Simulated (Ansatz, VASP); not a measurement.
# SnO: VASP beside Ansatz

```
Sn O
1.0
     3.35500    0.00000    0.00000
     0.00000    5.67410    0.00000
     0.00000    0.00000    4.22197
Sn O
2 2
Direct
  0.00000 0.23191 0.51314
  0.50000 0.76809 0.01314
  0.00000 0.89125 0.73686
  0.50000 0.10875 0.23686
```

Alike in both runs: task single point; functional LDA; k mesh 6 × 4 × 6; no spin polarisation.

|  | VASP | Ansatz |
| --- | --- | --- |
| version | VASP 6.6.1 | Ansatz 0.2.0 |
| potentials or method | VASP PAW LDA potentials, release 64 (Sn_d, O), cutoff 520 eV | all-electron (LAPW or listed datasets) |
| occupations | gaussian, width 0.01 eV | fixed |

Ansatz gave:

```
gap on the k mesh at the Fermi level (eV)                     : 1.62
pressure (GPa)                                                : -5.4
traceless stress, the component that is largest in VASP (GPa) : -0.95
rms of the force components (eV/Å)                            : 0.322
```

Question: Which values does VASP return?

Answer: gap on the k mesh at the Fermi level (eV): 1.60; pressure (GPa): -5.2; traceless stress, the component that is largest in VASP (GPa): -0.93; rms of the force components (eV/Å): 0.285.

LDA's correlation is that of Perdew and Zunger in VASP and of Perdew and Wang (1992) in Ansatz. Atom by atom the forces differ by 0.039 eV/Å (rms over components). Ansatz ran all-electron here, and VASP with PAW potentials.
